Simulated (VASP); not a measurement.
Input of a VASP 6.6.1 run:

INCAR

```
  PREC = Accurate
  ENCUT = 600
  EDIFF = 1E-6
  ISMEAR = 0
  SIGMA = 0.1
  LREAL = False
  LASPH = True
  NELM = 200
  ALGO = Normal
  ISIF = 2
  LWAVE = False
  LCHARG = False
  GGA = PE
  NBANDS = 23
  GGA_COMPAT = False
  LMAXMIX = 6
```

File KPOINTS:

```
regular mesh
0
Gamma
  12 12 8
```

File POSCAR:

```
NdBeF2
1.0
    4.5414361454      0.0000000000      0.0000000000
   -2.2707180727      3.9329990715      0.0000000000
    0.0000000000      0.0000000000      7.1969079139
Nd Be F
1 1 2
Direct
    0.3333333333      0.6666666667      0.0000000000
    0.6666666667      0.3333333333      0.0000000000
    0.6666666667      0.3333333333      0.2131511811
    0.6666666667      0.3333333333      0.7868488189
```

Potentials or basis: VASP PAW PBE potentials, release 64 (Nd, Be, F).

Run with:

```bash
$ cat potpaw_PBE.64/Nd/POTCAR potpaw_PBE.64/Be/POTCAR potpaw_PBE.64/F/POTCAR > POTCAR
$ mpirun -np 1 vasp_std > vasp.out
```

Question: What does it give for the band gap on the k mesh?

Answer: 0.10 eV.

Question: Estimate the largest force.

Answer: 0.007 eV/Å.

Question: Estimate the pressure.

Answer: -0.3 GPa.

Stress tensor (GPa, compression positive):
```
-0.46  0.00  0.00
 0.00 -0.46  0.00
 0.00  0.00 -0.13
```

Caveat: spin-orbit coupling is left out, which moves the levels of the heavy elements; semilocal functionals describe open f shells poorly, which spoils levels, moments and volumes. Spin polarisation is off, so any magnetic state and its effect on volume and gap are missing.
